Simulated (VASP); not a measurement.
# MgS (P1) in VASP: notebook

MgS is run at these levels: PBE; tasks: single point.

All numbers are computed with VASP 6.6.1; they aren't measurements. Logs are shortened: lines on timing, memory, paths and dates and some standing lists are left out, and cuts for length are marked.

## Step 1: The cell of the first run

The typed cell holds 16 atoms: a = 8.147 Å, b = 8.147 Å, c = 6.526 Å, α = 90.00°, β = 90.00°, γ = 120.00°.

## Step 2: Single point, PBE

Input file INCAR:

```
PREC = Accurate
ENCUT = 520
EDIFF = 1E-6
ISMEAR = -1
SIGMA = 0.026
LREAL = Auto
LASPH = T
NELM = 80
ALGO = Normal
ISIF = 2
LWAVE = F
LCHARG = T
GGA = PE
LELF = T
LVHAR = T
NBANDS = 46
```

Input file KPOINTS:

```
regular mesh
0
Gamma
  3 3 2
```

Input file POSCAR:

```
MgS
1.0
    8.1467760000      0.0000000000      0.0000000000
   -4.0733880000      7.0553150000      0.0000000000
    0.0000000000      0.0000000000      6.5261080000
Mg S
8 8
Direct
    0.1596649356      0.3306420762      0.0049806102
    0.3165476899      0.1489757722      0.5051327683
    0.1529792822      0.8373793374     -0.0086048224
    0.3395378879      0.6493756834      0.4897070352
    0.6608829203      0.3288282663     -0.0014322472
    0.8280657097      0.1573841848      0.5144781545
    0.6605684029      0.8506704520      0.0042362155
    0.8409870751      0.6624594366      0.4891630663
    0.1549930750      0.3233855611      0.3827987523
    0.3251311961      0.1589099849      0.8871722625
    0.1687250771      0.8359509108      0.3703717438
    0.3194322320      0.6593911115      0.8876543263
    0.6496546152      0.3241492407      0.3729043405
    0.8318237335      0.1653629923      0.8798633121
    0.6775076796      0.8368476815      0.3817109677
    0.8261551169      0.6754546041      0.8751919214
```

Potentials or basis: VASP PAW PBE potentials, release 64 (Mg, S).

Command:

```bash
cat potpaw_PBE.64/Mg/POTCAR potpaw_PBE.64/S/POTCAR > POTCAR
mpirun -np 1 vasp_std > vasp.out
```

OUTCAR:

```text
PREC = Accurate
   ENCUT = 520
   EDIFF = 1E-6
   ISMEAR = -1
   LREAL = Auto
   LASPH = T
   NELM = 80
   ISIF = 2
   GGA = PE

 ion  position               nearest neighbor table
   1  0.160  0.331  0.005-  12 2.44  14 2.45   9 2.47  10 2.50
   2  0.317  0.149  0.505-  11 2.38  10 2.49   9 2.50  13 2.50
   3  0.153  0.837  0.991-  10 2.37  16 2.43  11 2.48  12 2.52
   4  0.340  0.649  0.490-   9 2.41  15 2.49  12 2.61  11 2.64
   5  0.661  0.329  0.999-  13 2.44  10 2.48  14 2.48  16 2.58
   6  0.828  0.157  0.514-  14 2.39  15 2.42   9 2.46  13 2.61
[... 8 lines left out ...]
  15  0.678  0.837  0.382-   6 2.42   7 2.47   8 2.49   4 2.49
  16  0.826  0.675  0.875-   3 2.43   8 2.53   7 2.55   5 2.58

  LATTYP: Found a hexagonal cell.
 ALAT       =     8.1467760000
 C/A-ratio  =     0.8010663359

  Lattice vectors:

 A1 = (   8.1467760000,   0.0000000000,   0.0000000000)
 A2 = (  -4.0733880000,   7.0553150000,   0.0000000000)
 A3 = (   0.0000000000,   0.0000000000,   6.5261080000)

Analysis of symmetry for initial positions (statically):
=====================================================================
 Subroutine PRICEL returns:
 Original cell was already a primitive cell.

 Routine SETGRP: Setting up the symmetry group for a
 hexagonal supercell.

 Subroutine GETGRP returns: Found  1 space group operations
 (whereof  1 operations were pure point group operations)
 out of a pool of 24 trial point group operations.

The static configuration has the point symmetry C_1 .

Analysis of symmetry for dynamics (positions and initial velocities):
=====================================================================
 Subroutine PRICEL returns:
 Original cell was already a primitive cell.

 Routine SETGRP: Setting up the symmetry group for a
 hexagonal supercell.

 Subroutine GETGRP returns: Found  1 space group operations
 (whereof  1 operations were pure point group operations)
 out of a pool of 24 trial point group operations.

The dynamic configuration has the point symmetry C_1 .

 Subroutine INISYM returns: Found  1 space group operations
 (whereof  1 operations are pure point group operations),
 and found     1 'primitive' translations

----------------------------------------------------------------------------------------

                                     Primitive cell

  volume of cell :     375.1081

  direct lattice vectors                    reciprocal lattice vectors
     8.146776000  0.000000000  0.000000000     0.122747943  0.070868558  0.000000000
    -4.073388000  7.055315000  0.000000000     0.000000000  0.141737116  0.000000000
     0.000000000  0.000000000  6.526108000     0.000000000  0.000000000  0.153230685

  length of vectors
     8.146776000  8.146776022  6.526108000     0.141737116  0.141737116  0.153230685

  position of ions in fractional coordinates (direct lattice)
     0.159664936  0.330642076  0.004980610
     0.316547690  0.148975772  0.505132768
     0.152979282  0.837379337  0.991395178
     0.339537888  0.649375683  0.489707035
     0.660882920  0.328828266  0.998567753
     0.828065710  0.157384185  0.514478154
[... 8 lines left out ...]
     0.677507680  0.836847681  0.381710968
     0.826155117  0.675454604  0.875191921

  ion indices of the primitive-cell ions
   primitive index   ion index
                 1           1
                 2           2
                 3           3
                 4           4
                 5           5
                 6           6
[... 8 lines left out ...]
                15          15
                16          16

----------------------------------------------------------------------------------------

 KPOINTS: regular mesh

Automatic generation of k-mesh.
 Grid dimensions read from file:
 generate k-points for:    3    3    2

 Generating k-lattice:

  Cartesian coordinates                     Fractional coordinates (reciprocal lattice)
     0.040915981  0.023622853  0.000000000     0.333333333  0.000000000  0.000000000
     0.000000000  0.047245705  0.000000000     0.000000000  0.333333333  0.000000000
     0.000000000  0.000000000  0.076615343     0.000000000  0.000000000  0.500000000

  Length of vectors
     0.047245705  0.047245705  0.076615343

  Shift w.r.t. Gamma in fractional coordinates (k-lattice)
     0.000000000  0.000000000  0.000000000

 Subroutine IBZKPT returns following result:
 ===========================================

 Found     10 irreducible k-points:

 Following reciprocal coordinates:
            Coordinates               Weight
  0.000000  0.000000  0.000000      1.000000
  0.333333 -0.000000  0.000000      2.000000
  0.000000  0.333333  0.000000      2.000000
 -0.333333  0.333333  0.000000      2.000000
  0.333333  0.333333  0.000000      2.000000
  0.000000  0.000000  0.500000      1.000000
  0.333333 -0.000000  0.500000      2.000000
  0.000000  0.333333  0.500000      2.000000
 -0.333333  0.333333  0.500000      2.000000
  0.333333  0.333333  0.500000      2.000000
   k-points           NKPTS =     10   k-points in BZ     NKDIM =     10   number of bands    NBANDS=     46
   number of dos      NEDOS =    301   number of ions     NIONS =     16
   total plane-waves  NPLWV = 204800
   dimension x,y,z NGX =    64 NGY =   64 NGZ =   50
   dimension x,y,z NGXF=   128 NGYF=  128 NGZF=  100
   ions per type =               8   8
   NGX,Y,Z   is equivalent  to a cutoff of  13.06, 13.06, 12.74 a.u.
   NGXF,Y,Z  is equivalent  to a cutoff of  26.12, 26.12, 25.47 a.u.
 SYSTEM =  unknown system
   PREC   = accura    normal or accurate (medium, high low for compatibility)
   ISTART =      0    job   : 0-new  1-cont  2-samecut
   ICHARG =      2    charge: 1-file 2-atom 10-const
   ISPIN  =      1    spin polarized calculation?
   LNONCOLLINEAR =      F non collinear calculations
   LSORBIT =      F    spin-orbit coupling
   LASPH  =      T    aspherical Exc in radial PAW
   ENCUT  =  520.0 eV  38.22 Ry    6.18 a.u.  15.15 15.15 12.13*2*pi/ulx,y,z
   NELM   =     80;   NELMIN=  2; NELMDL= -5     # of ELM steps
   EDIFF  = 0.1E-05   stopping-criterion for ELM
   LREAL  =      T    real-space projection
   EDIFFG = 0.1E-04   stopping-criterion for IOM
   NSW    =      0    number of steps for IOM
   IBRION =     -1    ionic relax: 0-MD 1-quasi-New 2-CG
   NFREE  =      0    steps in history (QN), initial steepest desc. (CG)
   ISIF   =      2    stress and relaxation
   ISYM   =      2    0-nonsym 1-usesym 2-fastsym
   POTIM  = 0.5000    time-step for ionic-motion
   TEBEG  =    0.0;   TEEND  =   0.0 temperature during run
   PSTRESS=    0.0 pullay stress
   NELECT =      64.0000    total number of electrons
   NUPDOWN=      -1.0000    fix difference up-down
   EMIN   =  10.00;   EMAX   =-10.00  energy-range for DOS
   EFERMI =   0.00;   METHOD = LEGACY
   ISMEAR =    -1;   SIGMA  =   0.03  broadening in eV -4-tet -1-fermi 0-gaus
   EFERMI_NEDOS =   21; number of points for ismear=-14 and -15
   IALGO  =     38    algorithm
   IMIX   =      4    mixing-type and parameters
     AMIX     =   0.40;   BMIX     =  1.00
     AMIX_MAG =   1.60;   BMIX_MAG =  1.00
  volume/ion in A,a.u.               =      23.44       158.21
  Fermi-wavevector in a.u.,A,eV,Ry     =   0.907993  1.715859 11.217350  0.824452
  Thomas-Fermi vector in A             =   2.031867
   LORBIT       =      0    0 simple, 1 ext, 2 COOP (PROOUT), +10 PAW based schemes
   GGA     = PE    functional components
   LHFCALC =     F    Hartree Fock is set to
   AEXX    =    0.0000 exact exchange contribution
   IVDW    =     0    specifies the selected vdW correction
   LEPSILON=     F    determine dielectric tensor
   LRPA    =     F    only Hartree local field effects (RPA)
 non-spin polarized calculation
  energy-cutoff  :      520.00
  volume of cell :      375.11
 maximum number of plane-waves:     10164
 NGX is ok and might be reduce to    64
   NGX = 31   NGY = 31   NGZ = 25

 number of electron      63.9999999 magnetization

 Free energy of the ion-electron system (eV)
  ---------------------------------------------------
  ext. energy  EPLUGINS =         0.00000000
  ---------------------------------------------------
  free energy    TOTEN  =       -67.53575163 eV

  energy without entropy =      -67.53575163  energy(sigma->0) =      -67.53575163

 E-fermi :   1.5764     XC(G=0):  -8.2560

 val. band max:        0.9846793269   @ k =   0.0000   0.0000   0.0000
 cond. band min:       4.2233024244   @ k =   0.0000   0.0000   0.0000
 fundamental gap:      3.2386230975
 Fermi energy:         1.5764463486

 k-point     1 :       0.0000    0.0000    0.0000
  band No.  band energies     occupation
      1     -10.3674      2.00000
      2      -9.8841      2.00000
      3      -9.7431      2.00000
      4      -9.7105      2.00000
      5      -9.5160      2.00000
      6      -9.4938      2.00000
[... 36 lines left out ...]
     43       6.7623      0.00000
     44       8.2888      0.00000

 k-point     2 :       0.3333   -0.0000    0.0000
  band No.  band energies     occupation
      1     -10.2626      2.00000
      2      -9.9798      2.00000
      3      -9.7630      2.00000
      4      -9.6869      2.00000
      5      -9.5976      2.00000
      6      -9.4600      2.00000
[... 36 lines left out ...]
     43       7.2577      0.00000
     44       7.8606      0.00000

 k-point     3 :       0.0000    0.3333    0.0000
  band No.  band energies     occupation
      1     -10.2729      2.00000
      2      -9.9184      2.00000
      3      -9.8233      2.00000
      4      -9.7136      2.00000
      5      -9.5339      2.00000
      6      -9.4904      2.00000
[... 318 lines left out ...]
     43       7.5066      0.00000
     44       7.5833      0.00000

 k-point    10 :       0.3333    0.3333    0.5000
  band No.  band energies     occupation
      1     -10.0539      2.00000
      2      -9.8671      2.00000
      3      -9.7858      2.00000
      4      -9.7594      2.00000
      5      -9.6508      2.00000
      6      -9.5443      2.00000
[... 36 lines left out ...]
     43       7.5289      0.00000
     44       7.5726      0.00000
 [bands above 44 left out]

------------------------ aborting loop because EDIFF is reached ----------------------------------------

  FORCE on cell =-STRESS in cart. coord.  units (eV):
  Direction    XX          YY          ZZ          XY          YZ          ZX
  --------------------------------------------------------------------------------------
  -------------------------------------------------------------------------------------
  Total       -3.5922372      0.2213270     -1.4564400      1.0143848      0.1206066     -0.1176677
  in kB      -15.3433129      0.9453412     -6.2208072      4.3326826      0.5151399     -0.5025871
  external PRESSURE =      -6.8729263 kB  Pullay stress =       0.0000000 kB

 VOLUME and BASIS-vectors are now :
 -----------------------------------------------------------------------------
  energy-cutoff  :      520.00
  volume of cell :      375.11
      direct lattice vectors                 reciprocal lattice vectors
     8.146776000  0.000000000  0.000000000     0.122747943  0.070868558  0.000000000
    -4.073388000  7.055315000  0.000000000     0.000000000  0.141737116  0.000000000
     0.000000000  0.000000000  6.526108000     0.000000000  0.000000000  0.153230685

 POSITION                                       TOTAL-FORCE (eV/Angst)
 -----------------------------------------------------------------------------------
     -0.04608      2.33278      0.03250         0.221263      0.014001     -0.019645
      1.97201      1.05107      3.29655         0.095313      0.517605      0.038433
     -2.16468      5.90797      6.46995         0.272097     -0.544577      0.164315
      0.12098      4.58155      3.19588        -0.372626      0.562924      0.345223
      4.04462      2.31999      6.51676        -0.110754      0.383075     -0.121589
      6.10498      1.11039      3.35754        -0.376779      0.323876     -0.585173
[... 8 lines left out ...]
      2.11070      5.90422      2.49109        -0.276092     -0.318032     -0.053344
      3.97911      4.76555      5.71160        -0.156236     -0.429630     -0.038455
 -----------------------------------------------------------------------------------
    total drift:                                0.001039      0.002999     -0.003079

  FREE ENERGIE OF THE ION-ELECTRON SYSTEM (eV)
  ---------------------------------------------------
  free  energy   TOTEN  =       -67.5357516259 eV

  energy  without entropy=      -67.5357516259  energy(sigma->0) =      -67.53575163
```

It took 4 min on 1 thread of AMD EPYC 9R14 (Zen 4), shared host; peak memory 0.46 GiB.

What came out:

- Free energy: -67.5358 eV
- Pressure: -0.7 GPa
- Largest force: 0.929 eV/Å
- Band gap on the k mesh: 3.24 eV

Forces on the atoms (eV/Å):
```
Mg   0.221  0.014 -0.020
Mg   0.095  0.518  0.038
Mg   0.272 -0.545  0.164
Mg  -0.373  0.563  0.345
Mg  -0.111  0.383 -0.122
Mg  -0.377  0.324 -0.585
Mg   0.111 -0.922 -0.013
Mg  -0.210 -0.157  0.186
S    0.122 -0.121  0.028
S   -0.044  0.568 -0.360
S    0.380 -0.688  0.133
S    0.166  0.314 -0.359
S    0.410  0.031  0.439
S   -0.231  0.466  0.215
S   -0.276 -0.318 -0.053
S   -0.156 -0.430 -0.038
```

Caveat: the k points lie up to 0.48 Å⁻¹ apart. PBE gaps usually lie below the measured ones, often by a third to a half.

## Step 3: Single point, PBE

This run uses another cell than the first one, of 23.77 Å³/atom, 1.014 times its volume.

Input file INCAR:

```
ALGO = Normal
EDIFF = 1E-7
ENCUT = 520
GGA = PE
ISIF = 2
ISMEAR = -1
LASPH = True
LCHARG = False
LREAL = Auto
LWAVE = False
NBANDS = 46
NELM = 60
PREC = Accurate
SIGMA = 0.026
```

Input file KPOINTS:

```
k-points
0
Gamma
  3 3 2
```

Input file POSCAR:

```
MgS
1.0
    8.1839320000      0.0000000000      0.0000000000
   -4.0919660000      7.0874930000      0.0000000000
    0.0000000000      0.0000000000      6.5558720000
Mg S
8 8
Direct
    0.1583033724      0.3357542646     -0.0028096949
    0.3208918035      0.1646342367      0.5233822442
    0.1330578190      0.8102249978     -0.0034085473
    0.3127584105      0.6532521443      0.4948966362
    0.6483649957      0.3236231768     -0.0006299696
    0.8128122507      0.1588254126      0.5035580316
    0.6461913312      0.8339167319      0.0202429212
    0.8320839780      0.6534730969      0.5020372576
    0.1421743563      0.3182233831      0.3749104619
    0.3105695721      0.1552156736      0.8934637528
    0.1605466754      0.8295364807      0.3690822518
    0.3266862157      0.6684891258      0.8772042834
    0.6482113905      0.3143694110      0.3848845737
    0.8314704673      0.1709566415      0.8837832709
    0.6587001143      0.8234337586      0.4010154561
    0.8025284791      0.6518721077      0.9035069629
```

Potentials or basis: VASP PAW PBE potentials, release 64 (Mg, S).

Command:

```bash
cat potpaw_PBE.64/Mg/POTCAR potpaw_PBE.64/S/POTCAR > POTCAR
mpirun -np 1 vasp_std > vasp.out
```

It took 3.9 min on 1 thread of AMD EPYC 9R14 (Zen 4), shared host; peak memory 0.46 GiB.

The run converged. Its results:

```yaml
Free_energy: -67.5565 eV
Pressure: -1.6 GPa
Largest_force: 0.740 eV/Å
Band_gap_on_the_k_mesh: 3.14 eV, direct
```

Forces in eV/Å, atoms in the order of the input:
```
Mg   0.024  0.032  0.142
Mg  -0.142 -0.150 -0.558
Mg   0.287  0.298 -0.003
Mg   0.250  0.038  0.016
Mg   0.078 -0.296  0.218
Mg   0.365 -0.204  0.151
Mg   0.315  0.179 -0.059
Mg  -0.321 -0.002  0.151
S    0.296  0.216  0.316
S    0.185 -0.127 -0.080
S   -0.134  0.000  0.602
S   -0.337 -0.132  0.028
S   -0.332  0.418 -0.001
S   -0.428 -0.329  0.034
S   -0.154 -0.183 -0.259
S    0.051  0.239 -0.698
```

Stress tensor (GPa, compression positive):
```
-1.33  0.02  0.24
 0.02 -1.87  0.00
 0.24  0.00 -1.61
```

Levels at points of the mesh, in eV from the valence-band top:
```tsv
k point	band 28	band 29	band 30	band 31	band 32	band 33	band 34	band 35	band 36	band 37
(0.00, 0.00, 0.00)	-0.43	-0.39	-0.14	-0.11	0.00	3.14	4.52	4.64	4.67	4.77
(0.00, 0.00, 0.50)	-0.65	-0.41	-0.35	-0.30	-0.26	4.37	4.45	4.51	4.60	4.61
```

Caveat: the k points lie up to 0.48 Å⁻¹ apart. A hybrid or GW would open this gap; PBE tends to underestimate it.
